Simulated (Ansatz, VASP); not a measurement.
# Ca2O in VASP and in Ansatz

```
CELL_PARAMETERS angstrom
0.00000 4.42625 4.42625
4.42625 0.00000 4.42625
4.42625 4.42625 0.00000
ATOMIC_POSITIONS crystal
Ca 0.62500 0.62500 0.62500
Ca 0.12500 0.62500 0.62500
Ca 0.62500 0.62500 0.12500
Ca 0.62500 0.12500 0.62500
O 0.00000 0.00000 0.00000
O 0.25000 0.25000 0.25000
```

Alike in both runs: functional PBE; k mesh 8 × 8 × 8; occupations gaussian, width 0.1 eV; no spin polarisation.

Ansatz relaxed the structure, and its values are those at the end. VASP's run is a single point on that final structure, the one shown.

|  | VASP | Ansatz |
| --- | --- | --- |
| version | VASP 6.6.1 | Ansatz 0.2.0 |
| potentials or method | VASP PAW PBE potentials, release 64 (Ca_sv, O), cutoff 520 eV | scalar-relativistic, plane waves, PAW |
| valence electrons in the cell | 52 | 52 |

|  | VASP | Ansatz | Ansatz less VASP |
| --- | --- | --- | --- |
| gap on the k mesh at the Fermi level (eV) | none | none | - |
| pressure (GPa) | 0.0 | 0.0 | 0.00 |

A gap of «none» marks a metal or a gap that the smearing closes.
